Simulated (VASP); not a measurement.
# HfC (I4/mmm) in VASP: further runs

Runs on HfC. Level: PBE. Tasks: electric field gradients.

Everything below comes from runs of VASP 6.6.1. Logs are shortened: lines on timing, memory, paths and dates and some standing lists are left out, and cuts for length are marked.

## (1) The cell of the first run

Symmetry: I4/mmm, No. 139, tetragonal system. The conventional cell has a = 3.189 Å, b = 3.189 Å, c = 4.650 Å, α = 90.00°, β = 90.00°, γ = 90.00°. Hf (site symmetry 4/mmm) has 6 C at 2.26 to 2.33 Å within 3.0 Å. C (site symmetry 4/mmm) has 6 Hf at 2.26 to 2.33 Å within 3.0 Å.

## (2) Electric field gradients, PBE (equal xx and yy strain of -3 %)

File INCAR:

```
PREC = Accurate ; ENCUT = 520
EDIFF = 1E-8 ; ISMEAR = -1
SIGMA = 0.05 ; LREAL = F
LASPH = T ; NELM = 80
ALGO = Normal ; ISIF = 2
LWAVE = F ; LCHARG = F
GGA = PE ; LEFG = T
NBANDS = 14
```

File KPOINTS:

```
Automatic mesh
0
Gamma
  15 15 15
```

File POSCAR:

```
HfC
1.0
    0.0000000000      2.2552500000      2.3250000000
    2.2552500000      0.0000000000      2.3250000000
    2.2552500000      2.2552500000      0.0000000000
Hf C
1 1
Direct
    0.5000000000      0.5000000000      0.5000000000
    0.0000000000      0.0000000000      0.0000000000
```

Potentials or basis: VASP PAW PBE potentials, release 64 (Hf_pv, C).

Started as:

```bash
$ cat potpaw_PBE.64/Hf_pv/POTCAR potpaw_PBE.64/C/POTCAR > POTCAR
$ mpirun -np 1 vasp_std > vasp.out
```

OUTCAR:

```text
PREC = Accurate
   ENCUT = 520
   EDIFF = 1E-8
   ISMEAR = -1
   LREAL = F
   LASPH = T
   NELM = 80
   ISIF = 2
   GGA = PE

 ion  position               nearest neighbor table
   1  0.500  0.500  0.500-   2 2.26   2 2.26   2 2.26   2 2.26   2 2.33   2 2.33
   2  0.000  0.000  0.000-   1 2.26   1 2.26   1 2.26   1 2.26   1 2.33   1 2.33

  LATTYP: Found a body centered tetragonal cell.
 ALAT       =     3.1894051365
 C/A-ratio  =     1.4579521262

  Lattice vectors:

 A1 = (  -2.2552500000,   0.0000000000,   2.3250000000)
 A2 = (   2.2552500000,   0.0000000000,   2.3250000000)
 A3 = (   0.0000000000,   2.2552500000,  -2.3250000000)

Analysis of symmetry for initial positions (statically):
=====================================================================
 Subroutine PRICEL returns:
 Original cell was already a primitive cell.

 Routine SETGRP: Setting up the symmetry group for a
 body centered tetragonal supercell.

 Subroutine GETGRP returns: Found 16 space group operations
 (whereof 16 operations were pure point group operations)
 out of a pool of 16 trial point group operations.

The static configuration has the point symmetry D_4h.

Analysis of symmetry for dynamics (positions and initial velocities):
=====================================================================
 Subroutine PRICEL returns:
 Original cell was already a primitive cell.

 Routine SETGRP: Setting up the symmetry group for a
 body centered tetragonal supercell.

 Subroutine GETGRP returns: Found 16 space group operations
 (whereof 16 operations were pure point group operations)
 out of a pool of 16 trial point group operations.

The dynamic configuration has the point symmetry D_4h.

 Subroutine INISYM returns: Found 16 space group operations
 (whereof 16 operations are pure point group operations),
 and found     1 'primitive' translations

----------------------------------------------------------------------------------------

                                     Primitive cell

  volume of cell :      23.6506

  direct lattice vectors                    reciprocal lattice vectors
[... 129 lines left out ...]
  ---------------------------------------------------
  free energy    TOTEN  =       -20.95508627 eV

  energy without entropy =      -20.95274532  energy(sigma->0) =      -20.95391579

 E-fermi :   6.4059     XC(G=0): -12.5877

 val. band max:        6.4017213538   @ k =   0.4667   0.0000   0.4667
 cond. band min:       6.4130293741   @ k =   0.4000   0.4000   0.0000
 fundamental gap:      0.0113080203
 Fermi energy:         6.4058807664

 k-point     1 :       0.0000    0.0000    0.0000
  band No.  band energies     occupation
      1     -22.8629      2.00000
      2     -22.8262      2.00000
      3     -22.8262      2.00000
      4      -6.1887      2.00000
      5       7.3420      0.00000
      6       7.5252      0.00000
      7       7.5252      0.00000
      8       7.6100      0.00000
      9       7.9611      0.00000
     10       7.9611      0.00000
     11       9.7191      0.00000
     12      10.2308      0.00000
     13      14.0961      0.00000
     14      17.6204      0.00000
[... 377 lines left out ...]
      1     -23.0917      2.00000
      2     -22.8922      2.00000
      3     -22.8910      2.00000
      4      -5.2741      2.00000
      5       3.7945      2.00000
      6       5.7576      2.00000
      7       6.1383      1.99057
      8       7.1581      0.00000
      9      10.0902      0.00000
     10      10.3254      0.00000
     11      11.3427      0.00000
     12      13.4607      0.00000
     13      16.0094      0.00000
     14      20.1581      0.00000

 [... further k-points ...]
[... 5 lines left out ...]
  --------------------------------------------------------------------------------------
  -------------------------------------------------------------------------------------
  Total        3.1684312      3.1684312      0.9255884      0.0000000      0.0000000      0.0000000
  in kB      214.6409262    214.6409262     62.7026895      0.0000000      0.0000000      0.0000000
  external PRESSURE =     163.9948473 kB  Pullay stress =       0.0000000 kB

 VOLUME and BASIS-vectors are now :
 -----------------------------------------------------------------------------
  energy-cutoff  :      520.00
  volume of cell :       23.65
      direct lattice vectors                 reciprocal lattice vectors
     0.000000000  2.255250000  2.325000000    -0.221704911  0.221704911  0.215053763
     2.255250000  0.000000000  2.325000000     0.221704911 -0.221704911  0.215053763
     2.255250000  2.255250000  0.000000000     0.221704911  0.221704911 -0.215053763

 POSITION                                       TOTAL-FORCE (eV/Angst)
 -----------------------------------------------------------------------------------
      2.25525      2.25525      2.32500         0.000000      0.000000      0.000000
      0.00000      0.00000      0.00000        -0.000000     -0.000000      0.000000
 -----------------------------------------------------------------------------------
    total drift:                                0.000000     -0.000000      0.000000

  FREE ENERGIE OF THE ION-ELECTRON SYSTEM (eV)
  ---------------------------------------------------
  free  energy   TOTEN  =       -20.9550862667 eV

  energy  without entropy=      -20.9527453198  energy(sigma->0) =      -20.95391579

 Electric field gradients (V/A^2)
---------------------------------------------------------------------
 ion       V_xx      V_yy      V_zz      V_xy      V_xz      V_yz
---------------------------------------------------------------------
   1     -50.263   -50.263   100.526    -0.001    -0.000    -0.000
   2      -1.999    -1.999     3.999     0.001     0.000     0.000
---------------------------------------------------------------------

 Electric field gradients after diagonalization (V/A^2)
 (convention: |V_zz| > |V_xx| > |V_yy|)
----------------------------------------------------------------------
 ion       V_xx      V_yy      V_zz     asymmetry (V_yy - V_xx)/ V_zz
----------------------------------------------------------------------
   1     -50.264   -50.262   100.526       0.000
   2      -2.000    -1.999     3.999       0.000
----------------------------------------------------------------------

           NMR quadrupolar parameters

 Cq : quadrupolar parameter    Cq=e*Q*V_zz/h
 eta: asymmetry parameters     (V_yy - V_xx)/ V_zz
 Q  : nuclear electric quadrupole moment in mb (millibarn)
----------------------------------------------------------------------
 ion       Cq(MHz)       eta       Q (mb)
----------------------------------------------------------------------
   1       0.243       0.000       1.000
   2       0.010       0.000       1.000
----------------------------------------------------------------------
```

Wall time 35 s (1 thread of Intel Xeon 6975P-C (Granite Rapids), shared host); peak memory 0.21 GiB.

Results:

- Free energy: -20.9551 eV
- Pressure: 16.4 GPa
- Band gap on the k mesh: zero (band 7 reaches 7.53 eV, above the bottom of band 8 at 5.97 eV)

Stress tensor (GPa, compression positive):
```
21.46  0.00  0.00
 0.00 21.46  0.00
 0.00  0.00  6.27
```

Levels at points of the mesh, in eV from the Fermi level:
| k point | band 4 | band 5 | band 6 | band 7 | band 8 | band 9 | band 10 | band 11 |
| --- | --- | --- | --- | --- | --- | --- | --- | --- |
| (0.00, 0.00, 0.00) | -12.59 | 0.94 | 1.12 | 1.12 | 1.20 | 1.56 | 1.56 | 3.31 |

Electric field gradients, principal values (V/Å²):
| atom | least | middle | greatest (by size) |
| --- | --- | --- | --- |
| 1 Hf | -50.262 | -50.264 | 100.526 |
| 2 C | -1.999 | -2.000 | 3.999 |

Caveat: the cell differs from its parent crystal (equal xx and yy strain of -3 %); without QUAD_EFG the Cq values of the log hold for a quadrupole moment of 1 mb, not for the nuclei; spin-orbit coupling is left out, which moves the levels of the heavy elements.

## (3) Electric field gradients, PBE (zz strain of -3 %)

File INCAR:

```
SYSTEM = HfC
PREC     = Accurate       ! precision mode
ENCUT    = 520            ! plane-wave cutoff, eV
EDIFF    = 1E-8           ! SCF threshold, eV
ISMEAR   = -1             ! smearing method
SIGMA    = 0.05           ! smearing width, eV
LREAL    = .False.        ! projectors in reciprocal space
LASPH    = .True.         ! aspherical terms in the spheres
NELM     = 80             ! most SCF steps
ALGO     = Normal         ! electronic algorithm
ISIF     = 2              ! what is computed and relaxed
LWAVE    = .False.        ! write WAVECAR
LCHARG   = .False.        ! write CHGCAR
GGA      = PE             ! functional
LEFG     = .True.       
NBANDS   = 14             ! bands
```

File KPOINTS:

```
Automatic mesh
0
Gamma
  15 15 15
  0 0 0
```

File POSCAR:

```
HfC
1.0
    0.0000000000      2.3250000000      2.2552500000
    2.3250000000      0.0000000000      2.2552500000
    2.3250000000      2.3250000000      0.0000000000
Hf C
1 1
Direct
    0.5000000000      0.5000000000      0.5000000000
    0.0000000000      0.0000000000      0.0000000000
```

Potentials or basis: VASP PAW PBE potentials, release 64 (Hf_pv, C).

Started as:

```bash
$ cat potpaw_PBE.64/Hf_pv/POTCAR potpaw_PBE.64/C/POTCAR > POTCAR
$ mpirun -np 1 vasp_std > vasp.out
```

OUTCAR:

```text
SYSTEM = HfC
   PREC = Accurate
   ENCUT = 520
   EDIFF = 1E-8
   ISMEAR = -1
   LREAL = .False.
   LASPH = .True.
   NELM = 80
   ISIF = 2
   GGA = PE

 ion  position               nearest neighbor table
   1  0.500  0.500  0.500-   2 2.26   2 2.26   2 2.33   2 2.33   2 2.33   2 2.33
   2  0.000  0.000  0.000-   1 2.26   1 2.26   1 2.33   1 2.33   1 2.33   1 2.33

  LATTYP: Found a body centered tetragonal cell.
 ALAT       =     3.2880465325
 C/A-ratio  =     1.3717871555

  Lattice vectors:

 A1 = (   0.0000000000,  -2.3250000000,  -2.2552500000)
 A2 = (   0.0000000000,   2.3250000000,  -2.2552500000)
 A3 = (   2.3250000000,   0.0000000000,   2.2552500000)

Analysis of symmetry for initial positions (statically):
=====================================================================
 Subroutine PRICEL returns:
 Original cell was already a primitive cell.

 Routine SETGRP: Setting up the symmetry group for a
[... 596 lines left out ...]
  energy-cutoff  :      520.00
  volume of cell :       24.38
      direct lattice vectors                 reciprocal lattice vectors
     0.000000000  2.325000000  2.255250000    -0.215053763  0.215053763  0.221704911
     2.325000000  0.000000000  2.255250000     0.215053763 -0.215053763  0.221704911
     2.325000000  2.325000000  0.000000000     0.215053763  0.215053763 -0.221704911

 POSITION                                       TOTAL-FORCE (eV/Angst)
 -----------------------------------------------------------------------------------
      2.32500      2.32500      2.25525         0.000000     -0.000000      0.000000
      0.00000      0.00000      0.00000        -0.000000      0.000000      0.000000
 -----------------------------------------------------------------------------------
    total drift:                                0.000000     -0.000000      0.000000

  FREE ENERGIE OF THE ION-ELECTRON SYSTEM (eV)
  ---------------------------------------------------
  free  energy   TOTEN  =       -21.0087229896 eV

  energy  without entropy=      -21.0064222529  energy(sigma->0) =      -21.00757262

 Electric field gradients (V/A^2)
---------------------------------------------------------------------
 ion       V_xx      V_yy      V_zz      V_xy      V_xz      V_yz
---------------------------------------------------------------------
   1      48.501    48.501   -97.003     0.000    -0.000    -0.000
   2       1.872     1.872    -3.743     0.000     0.000     0.000
---------------------------------------------------------------------

 Electric field gradients after diagonalization (V/A^2)
 (convention: |V_zz| > |V_xx| > |V_yy|)
----------------------------------------------------------------------
 ion       V_xx      V_yy      V_zz     asymmetry (V_yy - V_xx)/ V_zz
----------------------------------------------------------------------
   1      48.502    48.501   -97.003       0.000
   2       1.872     1.871    -3.743       0.000
----------------------------------------------------------------------

           NMR quadrupolar parameters

 Cq : quadrupolar parameter    Cq=e*Q*V_zz/h
 eta: asymmetry parameters     (V_yy - V_xx)/ V_zz
 Q  : nuclear electric quadrupole moment in mb (millibarn)
----------------------------------------------------------------------
 ion       Cq(MHz)       eta       Q (mb)
----------------------------------------------------------------------
   1      -0.235       0.000       1.000
   2      -0.009       0.000       1.000
----------------------------------------------------------------------
```

OSZICAR:

```text
N       E                     dE             d eps       ncg     rms          rms(c)
DAV:   1     0.231012568045E+02    0.23101E+02   -0.77914E+03  8102   0.989E+02
DAV:   2    -0.226316674514E+02   -0.45733E+02   -0.43029E+02 10490   0.202E+02
DAV:   3    -0.241558560448E+02   -0.15242E+01   -0.15190E+01  9654   0.267E+01
DAV:   4    -0.241622069663E+02   -0.63509E-02   -0.63505E-02  9530   0.214E+00
DAV:   5    -0.241622456327E+02   -0.38666E-04   -0.38667E-04  9752   0.149E-01    0.604E+01
DAV:   6    -0.210624071287E+02    0.30998E+01   -0.11785E+01  8916   0.183E+01    0.429E+01
DAV:   7    -0.210218033387E+02    0.40604E-01   -0.54846E-01 10218   0.516E+00    0.250E+01
DAV:   8    -0.210144660633E+02    0.73373E-02   -0.61410E-02  9624   0.196E+00    0.573E+00
DAV:   9    -0.210090167665E+02    0.54493E-02   -0.20817E-02  9378   0.818E-01    0.199E+00
DAV:  10    -0.210087259862E+02    0.29078E-03   -0.12429E-03  9936   0.262E-01    0.932E-02
DAV:  11    -0.210087231165E+02    0.28697E-05   -0.72469E-05  9528   0.698E-02    0.423E-02
DAV:  12    -0.210087232017E+02   -0.85181E-07   -0.16700E-06 10116   0.120E-02    0.153E-02
DAV:  13    -0.210087230258E+02    0.17582E-06   -0.16869E-07  9518   0.286E-03    0.551E-03
DAV:  14    -0.210087229945E+02    0.31323E-07   -0.53866E-09  6990   0.549E-04    0.148E-03
DAV:  15    -0.210087229896E+02    0.49442E-08   -0.37558E-10  5850   0.160E-04
   1 F= -.21008723E+02 E0= -.21007573E+02  d E =-.230074E-02
```

It took 28 s on 1 thread of Intel Xeon 6975P-C (Granite Rapids), shared host; peak memory 0.22 GiB.

What came out:

```
Free energy            : -21.0087 eV
Pressure               : 7.7 GPa
Band gap on the k mesh : zero (band 7 reaches 7.32 eV, above the bottom of band 8 at 5.56 eV)
```

Stress tensor (GPa, compression positive):
```
 2.89  0.00  0.00
 0.00  2.89  0.00
 0.00  0.00 17.33
```

Electric field gradients, principal values (V/Å²):
```csv
atom,least,middle,greatest (by size)
1 Hf,48.501,48.502,-97.003
2 C,1.871,1.872,-3.743
```

Caveat: the cell differs from its parent crystal (zz strain of -3 %); without QUAD_EFG the Cq values of the log hold for a quadrupole moment of 1 mb, not for the nuclei; spin-orbit coupling is left out, which moves the levels of the heavy elements.

(Continued in part 2 of 3.)
